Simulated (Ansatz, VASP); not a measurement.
**W in VASP and in Ansatz**

```
W
1.0
    -1.57723    1.57723    1.57723
     1.57723   -1.57723    1.57723
     1.57723    1.57723   -1.57723
W
1
Direct
  0.00000 0.00000 0.00000
```

Alike in both runs: functional PBEsol; k mesh 24 × 24 × 24; no spin polarisation.

Ansatz relaxed the structure, and its values are those at the end. VASP's run is a single point on that final structure, the one shown.

|  | VASP | Ansatz |
| --- | --- | --- |
| version | VASP 6.6.1 | Ansatz 0.2.0 |
| potentials or method | VASP PAW PBE potentials, release 64 (W_sv) | plane-wave PAW, scalar-relativistic |
| plane-wave cutoff (eV) | 520 | 420 |
| occupations | methfessel-paxton of order 1, width 0.1 eV | cold, width 0.1 eV |
| valence electrons in the cell | 14 | 14 |

```tsv
	VASP	Ansatz	Ansatz less VASP
pressure (GPa)	0.6	0.0	-0.61
```

VASP's potentials were made for PBE, not for PBEsol, and Ansatz warns of the same on its side.

Spin-orbit coupling is off throughout.
